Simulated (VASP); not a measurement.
# LiCl (Fm-3m) in VASP: notebook

LiCl is run at these levels: PBEsol; tasks: relaxation of cell and atoms.

Everything below comes from runs of VASP 6.6.1. Logs are shortened: lines on timing, memory, paths and dates and some standing lists are left out, and cuts for length are marked.

## 1. The cell of the first run

Symmetry: Fm-3m, No. 225, cubic system. Conventional cell: a = 5.130 Å, b = 5.130 Å, c = 5.130 Å, α = 90.00°, β = 90.00°, γ = 90.00°. Within 3.4 Å of Cl (site symmetry m-3m) lie 6 Li at 2.56 Å. Within 3.4 Å of Li (site symmetry m-3m) lie 6 Cl at 2.56 Å.

## 2. Relaxation of cell and atoms, PBEsol, target pressure 5 GPa, at which the enthalpy is minimised

Input file INCAR:

```
SYSTEM = LiCl
PREC     = Accurate       ! precision mode
ENCUT    = 600            ! plane-wave cutoff, eV
EDIFF    = 1E-6           ! SCF threshold, eV
ISMEAR   = -1             ! smearing method
SIGMA    = 0.05           ! smearing width, eV
LREAL    = .FALSE.        ! projectors in reciprocal space
LASPH    = .TRUE.         ! aspherical terms in the spheres
NELM     = 80             ! most SCF steps
ALGO     = Normal         ! electronic algorithm
ISIF     = 3              ! what is computed and relaxed
LWAVE    = .FALSE.        ! write WAVECAR
LCHARG   = .FALSE.        ! write CHGCAR
GGA      = PS             ! functional
IBRION   = 2              ! ionic algorithm
NSW      = 80             ! ionic steps
EDIFFG   = -0.02          ! ionic threshold
PSTRESS  = 50.0
```

Input file KPOINTS:

```
regular mesh
0
G
  9 9 9
  0 0 0
```

Input file POSCAR:

```
LiCl
1.0
    0.0000000000      2.5647700000      2.5647700000
    2.5647700000      0.0000000000      2.5647700000
    2.5647700000      2.5647700000      0.0000000000
Cl Li
1 1
Direct
    0.5000000000      0.5000000000      0.5000000000
    0.0000000000      0.0000000000      0.0000000000
```

Potentials or basis: VASP PAW PBE potentials, release 64 (Cl, Li_sv).

Started as:

```console
$ cat potpaw_PBE.64/Cl/POTCAR potpaw_PBE.64/Li_sv/POTCAR > POTCAR
$ mpirun -np 1 vasp_std > vasp.out
```

OUTCAR:

```text
SYSTEM = LiCl
   PREC = Accurate
   ENCUT = 600
   EDIFF = 1E-6
   ISMEAR = -1
   LREAL = .FALSE.
   LASPH = .TRUE.
   NELM = 80
   ISIF = 3
   GGA = PS
   IBRION = 2
   NSW = 80
   EDIFFG = -0.02
   PSTRESS = 50.0

 ion  position               nearest neighbor table
   1  0.500  0.500  0.500-   2 2.56   2 2.56   2 2.56   2 2.56   2 2.56   2 2.56
   2  0.000  0.000  0.000-   1 2.56   1 2.56   1 2.56   1 2.56   1 2.56   1 2.56

  LATTYP: Found a face centered cubic cell.
 ALAT       =     5.1295400000

  Lattice vectors:

 A1 = (   0.0000000000,   2.5647700000,   2.5647700000)
 A2 = (   2.5647700000,   0.0000000000,   2.5647700000)
 A3 = (   2.5647700000,   2.5647700000,   0.0000000000)

Analysis of symmetry for initial positions (statically):
=====================================================================
 Subroutine PRICEL returns:
 Original cell was already a primitive cell.

 Routine SETGRP: Setting up the symmetry group for a
 face centered cubic supercell.

 Subroutine GETGRP returns: Found 48 space group operations
 (whereof 48 operations were pure point group operations)
 out of a pool of 48 trial point group operations.

The static configuration has the point symmetry O_h .

Analysis of symmetry for dynamics (positions and initial velocities):
=====================================================================
 Subroutine PRICEL returns:
 Original cell was already a primitive cell.

 Routine SETGRP: Setting up the symmetry group for a
 face centered cubic supercell.

 Subroutine GETGRP returns: Found 48 space group operations
 (whereof 48 operations were pure point group operations)
 out of a pool of 48 trial point group operations.

The dynamic configuration has the point symmetry O_h .

 Subroutine INISYM returns: Found 48 space group operations
 (whereof 48 operations are pure point group operations),
 and found     1 'primitive' translations

----------------------------------------------------------------------------------------

                                     Primitive cell

  volume of cell :      33.7423

  direct lattice vectors                    reciprocal lattice vectors
     0.000000000  2.564770000  2.564770000    -0.194949255  0.194949255  0.194949255
     2.564770000  0.000000000  2.564770000     0.194949255 -0.194949255  0.194949255
     2.564770000  2.564770000  0.000000000     0.194949255  0.194949255 -0.194949255

  length of vectors
     3.627132518  3.627132518  3.627132518     0.337662014  0.337662014  0.337662014

  position of ions in fractional coordinates (direct lattice)
     0.500000000  0.500000000  0.500000000
     0.000000000  0.000000000  0.000000000

  ion indices of the primitive-cell ions
   primitive index   ion index
                 1           1
                 2           2

----------------------------------------------------------------------------------------

 KPOINTS: regular mesh

Automatic generation of k-mesh.
 Grid dimensions read from file:
 generate k-points for:    9    9    9

 Generating k-lattice:

  Cartesian coordinates                     Fractional coordinates (reciprocal lattice)
    -0.021661028  0.021661028  0.021661028     0.111111111  0.000000000  0.000000000
     0.021661028 -0.021661028  0.021661028     0.000000000  0.111111111  0.000000000
     0.021661028  0.021661028 -0.021661028     0.000000000  0.000000000  0.111111111

  Length of vectors
     0.037518002  0.037518002  0.037518002

  Shift w.r.t. Gamma in fractional coordinates (k-lattice)
     0.000000000  0.000000000  0.000000000

 Subroutine IBZKPT returns following result:
 ===========================================

 Found     35 irreducible k-points:

 Following reciprocal coordinates:
            Coordinates               Weight
  0.000000  0.000000  0.000000      1.000000
  0.111111  0.000000  0.000000      8.000000
  0.222222  0.000000  0.000000      8.000000
  0.333333  0.000000  0.000000      8.000000
  0.444444  0.000000  0.000000      8.000000
  0.111111  0.111111  0.000000      6.000000
[... 16 lines left out ...]
 -0.333333  0.333333  0.000000     12.000000
  0.444444  0.444444  0.000000      6.000000
 [... further k-points ...]
   k-points           NKPTS =     35   k-points in BZ     NKDIM =     35   number of bands    NBANDS=      9
   number of dos      NEDOS =    301   number of ions     NIONS =      2
   total plane-waves  NPLWV =  27000
   dimension x,y,z NGX =    30 NGY =   30 NGZ =   30
   dimension x,y,z NGXF=    60 NGYF=   60 NGZF=   60
   ions per type =               1   1
   NGX,Y,Z   is equivalent  to a cutoff of  13.75, 13.75, 13.75 a.u.
   NGXF,Y,Z  is equivalent  to a cutoff of  27.50, 27.50, 27.50 a.u.
 SYSTEM =  LiCl
   PREC   = accura    normal or accurate (medium, high low for compatibility)
   ISTART =      0    job   : 0-new  1-cont  2-samecut
   ICHARG =      2    charge: 1-file 2-atom 10-const
   ISPIN  =      1    spin polarized calculation?
   LNONCOLLINEAR =      F non collinear calculations
   LSORBIT =      F    spin-orbit coupling
   LASPH  =      T    aspherical Exc in radial PAW
   ENCUT  =  600.0 eV  44.10 Ry    6.64 a.u.   7.24  7.24  7.24*2*pi/ulx,y,z
   NELM   =     80;   NELMIN=  2; NELMDL= -5     # of ELM steps
   EDIFF  = 0.1E-05   stopping-criterion for ELM
   LREAL  =      F    real-space projection
   EDIFFG = -.2E-01   stopping-criterion for IOM
   NSW    =     80    number of steps for IOM
   IBRION =      2    ionic relax: 0-MD 1-quasi-New 2-CG
   NFREE  =      1    steps in history (QN), initial steepest desc. (CG)
   ISIF   =      3    stress and relaxation
   ISYM   =      2    0-nonsym 1-usesym 2-fastsym
   POTIM  = 0.5000    time-step for ionic-motion
   TEBEG  =    0.0;   TEEND  =   0.0 temperature during run
   PSTRESS=   50.0 pullay stress
   NELECT =      10.0000    total number of electrons
   NUPDOWN=      -1.0000    fix difference up-down
   EMIN   =  10.00;   EMAX   =-10.00  energy-range for DOS
   EFERMI =   0.00;   METHOD = LEGACY
   ISMEAR =    -1;   SIGMA  =   0.05  broadening in eV -4-tet -1-fermi 0-gaus
   EFERMI_NEDOS =   21; number of points for ismear=-14 and -15
   IALGO  =     38    algorithm
   IMIX   =      4    mixing-type and parameters
     AMIX     =   0.40;   BMIX     =  1.00
     AMIX_MAG =   1.60;   BMIX_MAG =  1.00
  volume/ion in A,a.u.               =      16.87       113.85
  Fermi-wavevector in a.u.,A,eV,Ry     =   1.091482  2.062601 16.209056  1.191332
  Thomas-Fermi vector in A             =   2.227728
   LORBIT       =      0    0 simple, 1 ext, 2 COOP (PROOUT), +10 PAW based schemes
   GGA     = PS    functional components
   LHFCALC =     F    Hartree Fock is set to
   AEXX    =    0.0000 exact exchange contribution
   IVDW    =     0    specifies the selected vdW correction
   LEPSILON=     F    determine dielectric tensor
   LRPA    =     F    only Hartree local field effects (RPA)
 conjugate gradient relaxation of ions
 non-spin polarized calculation
  energy-cutoff  :      600.00
  volume of cell :       33.74
 maximum number of plane-waves:      1147
 NGX is ok and might be reduce to    30
   NGX = 15   NGY = 15   NGZ = 15

--------------------------------------- Ionic step        1  -------------------------------------------

 number of electron      10.0000004 magnetization

 Free energy of the ion-electron system (eV)
  ---------------------------------------------------
  ext. energy  EPLUGINS =         0.00000000
  ---------------------------------------------------
  free energy    TOTEN  =        -7.63463331 eV

  energy without entropy =       -7.63463331  energy(sigma->0) =       -7.63463331

------------------------ aborting loop because EDIFF is reached ----------------------------------------

  FORCE on cell =-STRESS in cart. coord.  units (eV):
  Direction    XX          YY          ZZ          XY          YZ          ZX
  --------------------------------------------------------------------------------------
  -------------------------------------------------------------------------------------
  Total       -0.2731930     -0.2731930     -0.2731930      0.0000000     -0.0000000      0.0000000
  in kB      -12.9719398    -12.9719398    -12.9719398      0.0000000     -0.0000000      0.0000000
  external PRESSURE =     -62.9719398 kB  Pullay stress =      50.0000000 kB
[... 99 lines left out ...]
  enthalpy is  TOTEN    =        -6.6871357995 eV   P V=        0.9102580357

--------------------------------------- Ionic step        4  -------------------------------------------

 number of electron      10.0000002 magnetization

 Free energy of the ion-electron system (eV)
  ---------------------------------------------------
  ext. energy  EPLUGINS =         0.00000000
  ---------------------------------------------------
  free energy    TOTEN  =        -7.59191126 eV

  energy without entropy =       -7.59191126  energy(sigma->0) =       -7.59191126

 E-fermi :   2.9537     XC(G=0):  -9.5873

 val. band max:        1.7908962042   @ k =   0.0000   0.0000   0.0000
 cond. band min:       8.5414234660   @ k =   0.4444   0.0000   0.0000
 fundamental gap:      6.7505272618
 Fermi energy:         2.9536633109

 k-point     1 :       0.0000    0.0000    0.0000
  band No.  band energies     occupation
      1     -40.8249      2.00000
      2     -12.2146      2.00000
      3       1.7909      2.00000
      4       1.7909      2.00000
      5       1.7909      2.00000
      6       8.8891      0.00000
      7      13.6940      0.00000
      8      13.6940      0.00000
      9      13.6940      0.00000
[... 265 lines left out ...]
 k-point    24 :       0.4444    0.4444    0.0000
  band No.  band energies     occupation
      1     -40.8166      2.00000
      2     -11.0673      2.00000
      3      -1.8314      2.00000
      4       0.3822      2.00000
      5       0.3822      2.00000
      6       9.6659      0.00000
      7       9.9300      0.00000
      8      15.1243      0.00000
      9      16.7511      0.00000

 [... further k-points ...]

------------------------ aborting loop because EDIFF is reached ----------------------------------------

  FORCE on cell =-STRESS in cart. coord.  units (eV):
  Direction    XX          YY          ZZ          XY          YZ          ZX
  --------------------------------------------------------------------------------------
  -------------------------------------------------------------------------------------
  Total        0.9076010      0.9076010      0.9076010      0.0000000      0.0000000      0.0000000
  in kB       50.1660146     50.1660146     50.1660146      0.0000000      0.0000000      0.0000000
  external PRESSURE =       0.1660146 kB  Pullay stress =      50.0000000 kB
[... 17 lines left out ...]
  FREE ENERGIE OF THE ION-ELECTRON SYSTEM (eV)
  ---------------------------------------------------
  free  energy   TOTEN  =        -7.5919112567 eV

  energy  without entropy=       -7.5919112567  energy(sigma->0) =       -7.59191126

  enthalpy is  TOTEN    =        -6.6873137765 eV   P V=        0.9045974803

 reached required accuracy - stopping structural energy minimisation
```

Run time: 64 s. Hardware: 1 thread of Intel Xeon 8259CL, shared host; peak memory 0.17 GiB.

Results:

```yaml
Free_energy: -7.5919 eV
Relaxed_volume: 14.49 Å³/atom
Relaxed_cell: a = 3.448 Å, b = 3.448 Å, c = 3.448 Å, α = 60.00°, β = 60.00°, γ = 60.00°
Space_group_after_relaxing_to_0.05_Å: Fm-3m (No. 225)
Energy_change_on_relaxing_the_enthalpy_is_what_falls: +21.4 meV/atom
Ionic_steps: 4
Pressure_after_relaxing: 5.0 GPa
Band_gap_on_the_k_mesh: 6.75 eV, indirect (least direct gap 7.08 eV)
```

The path:
```
step  energy change (eV)  largest force (eV/Å)  pressure (GPa)  volume (Å³)
   1              0.0000                0.0000           -1.30        33.74
   2              0.0065                0.0000            2.29        30.61
   3              0.0372                0.0000            4.68        29.17
   4              0.0427                0.0000            5.02        28.99
```

Final structure:
```
Cl Li
1.0
     0.00000    2.43812    2.43812
     2.43812    0.00000    2.43812
     2.43812    2.43812    0.00000
Cl Li
1 1
Direct
  0.50000 0.50000 0.50000
  0.00000 0.00000 0.00000
```

Caveat: the cutoff is under 1.25 times the usual one of these potentials, so pressure, stress and relaxed cells hold a basis-set (Pulay) error; the cell is relaxed towards a set pressure, so the enthalpy falls and the energy may rise; the PAW data sets were made with another functional, which shifts forces and pressure a little.

## 3. Relaxation of cell and atoms, PBEsol, target pressure 10 GPa, at which the enthalpy is minimised

Input file INCAR:

```
ALGO = Normal
EDIFF = 1E-6
EDIFFG = -0.02
ENCUT = 600
GGA = PS
IBRION = 2
ISIF = 3
ISMEAR = -1
LASPH = True
LCHARG = False
LREAL = False
LWAVE = False
NELM = 80
NSW = 80
PREC = Accurate
PSTRESS = 100.0
SIGMA = 0.05
```

Input file KPOINTS:

```
k-points
0
Gamma
  9 9 9
```

POSCAR is that of step 2.

Potentials or basis: VASP PAW PBE potentials, release 64 (Cl, Li_sv).

Started as:

```console
$ cat potpaw_PBE.64/Cl/POTCAR potpaw_PBE.64/Li_sv/POTCAR > POTCAR
$ mpirun -np 1 vasp_std > vasp.out
```

OUTCAR:

```text
EDIFF = 1E-6
   EDIFFG = -0.02
   ENCUT = 600
   GGA = PS
   IBRION = 2
   ISIF = 3
   ISMEAR = -1
   LASPH = True
   LREAL = False
   NELM = 80
   NSW = 80
   PREC = Accurate
   PSTRESS = 100.0

 ion  position               nearest neighbor table
   1  0.500  0.500  0.500-   2 2.56   2 2.56   2 2.56   2 2.56   2 2.56   2 2.56
   2  0.000  0.000  0.000-   1 2.56   1 2.56   1 2.56   1 2.56   1 2.56   1 2.56

  LATTYP: Found a face centered cubic cell.
 ALAT       =     5.1295400000

  Lattice vectors:

 A1 = (   0.0000000000,   2.5647700000,   2.5647700000)
 A2 = (   2.5647700000,   0.0000000000,   2.5647700000)
 A3 = (   2.5647700000,   2.5647700000,   0.0000000000)

Analysis of symmetry for initial positions (statically):
=====================================================================
 Subroutine PRICEL returns:
 Original cell was already a primitive cell.

 Routine SETGRP: Setting up the symmetry group for a
 face centered cubic supercell.

 Subroutine GETGRP returns: Found 48 space group operations
 (whereof 48 operations were pure point group operations)
 out of a pool of 48 trial point group operations.

The static configuration has the point symmetry O_h .

Analysis of symmetry for dynamics (positions and initial velocities):
=====================================================================
 Subroutine PRICEL returns:
 Original cell was already a primitive cell.

 Routine SETGRP: Setting up the symmetry group for a
[... 267 lines left out ...]
--------------------------------------- Ionic step        4  -------------------------------------------

 number of electron      10.0000000 magnetization

 Free energy of the ion-electron system (eV)
  ---------------------------------------------------
  ext. energy  EPLUGINS =         0.00000000
  ---------------------------------------------------
  free energy    TOTEN  =        -7.49375440 eV

  energy without entropy =       -7.49375440  energy(sigma->0) =       -7.49375440

 E-fermi :   3.7136     XC(G=0):  -9.9392

 val. band max:        2.5191363501   @ k =   0.0000   0.0000   0.0000
 cond. band min:       9.3330235364   @ k =   0.4444   0.0000   0.0000
 fundamental gap:      6.8138871863
 Fermi energy:         3.7136297446

 k-point     1 :       0.0000    0.0000    0.0000
  band No.  band energies     occupation
      1     -40.0542      2.00000
      2     -11.8555      2.00000
      3       2.5191      2.00000
      4       2.5191      2.00000
      5       2.5191      2.00000
      6      10.1943      0.00000
      7      14.4368      0.00000
      8      14.4368      0.00000
      9      14.4368      0.00000
[... 265 lines left out ...]
 k-point    24 :       0.4444    0.4444    0.0000
  band No.  band energies     occupation
      1     -40.0420      2.00000
      2     -10.4958      2.00000
      3      -1.5375      2.00000
      4       0.9226      2.00000
      5       0.9226      2.00000
      6      10.2026      0.00000
      7      10.8029      0.00000
      8      16.6036      0.00000
      9      18.0682      0.00000

 [... further k-points ...]

------------------------ aborting loop because EDIFF is reached ----------------------------------------

  FORCE on cell =-STRESS in cart. coord.  units (eV):
  Direction    XX          YY          ZZ          XY          YZ          ZX
  --------------------------------------------------------------------------------------
  -------------------------------------------------------------------------------------
  Total        1.6774402      1.6774402      1.6774402     -0.0000000     -0.0000000      0.0000000
  in kB      100.0956261    100.0956261    100.0956261     -0.0000000     -0.0000000      0.0000000
  external PRESSURE =       0.0956261 kB  Pullay stress =     100.0000000 kB
[... 21 lines left out ...]
  energy  without entropy=       -7.4937544032  energy(sigma->0) =       -7.49375440

  enthalpy is  TOTEN    =        -5.8179167649 eV   P V=        1.6758376384

 reached required accuracy - stopping structural energy minimisation
```

OSZICAR:

```text
N       E                     dE             d eps       ncg     rms          rms(c)
DAV:   1     0.448005923841E+02    0.44801E+02   -0.46156E+03   630   0.113E+03
DAV:   2    -0.567182428721E+01   -0.50472E+02   -0.48771E+02   864   0.164E+02
DAV:   3    -0.764302188239E+01   -0.19712E+01   -0.19694E+01   767   0.396E+01
[... 30 lines left out ...]
DAV:   1    -0.749483139084E+01    0.71014E-02   -0.22901E-02   635   0.119E+00    0.224E-01
DAV:   2    -0.749389722397E+01    0.93417E-03   -0.24142E-03   784   0.366E-01    0.812E-02
DAV:   3    -0.749375585737E+01    0.14137E-03   -0.54584E-04   636   0.158E-01    0.498E-02
DAV:   4    -0.749375389123E+01    0.19661E-05   -0.12740E-05  1007   0.319E-02    0.113E-02
DAV:   5    -0.749375440324E+01   -0.51202E-06   -0.13092E-06   443   0.104E-02
   4 F= -.58179168E+01 E0= -.58179168E+01  d E =-.289314E+00
```

Run time: 65 s. Hardware: 1 thread of Intel Xeon 8259CL, shared host; peak memory 0.16 GiB.

Results:

| Property | Result |
| --- | --- |
| Free energy | -7.4938 eV |
| Relaxed volume | 13.42 Å³/atom |
| Relaxed cell | a = 3.361 Å, b = 3.361 Å, c = 3.361 Å, α = 60.00°, β = 60.00°, γ = 60.00° |
| Space group after relaxing (to 0.05 Å) | Fm-3m (No. 225) |
| Energy change on relaxing (the enthalpy is what falls) | +70.4 meV/atom |
| Ionic steps | 4 |
| Pressure after relaxing | 10.0 GPa |
| Band gap on the k mesh | 6.81 eV, indirect (least direct gap 7.19 eV) |

The path:
```tsv
step	energy change (eV)	largest force (eV/Å)	pressure (GPa)	volume (Å³)
1	0.0000	0.0000	-1.30	33.74
2	0.0688	0.0000	6.52	28.26
3	0.1327	0.0000	9.65	26.98
4	0.1409	0.0000	10.01	26.85
```

Final structure:
```
Cl Li
1.0
     0.00000    2.37668    2.37668
     2.37668    0.00000    2.37668
     2.37668    2.37668    0.00000
Cl Li
1 1
Direct
  0.50000 0.50000 0.50000
  0.00000 0.00000 0.00000
```

Caveat: the cutoff is under 1.25 times the usual one of these potentials, so pressure, stress and relaxed cells hold a basis-set (Pulay) error; the cell is relaxed towards a set pressure, so the enthalpy falls and the energy may rise; the volume moved by over 15 % at a fixed basis, so the end points are rough; the PAW data sets were made with another functional, which shifts forces and pressure a little. Expect the measured gap to be larger: semilocal functionals such as PBEsol lack the derivative discontinuity.

(Continued in part 2 of 2.)
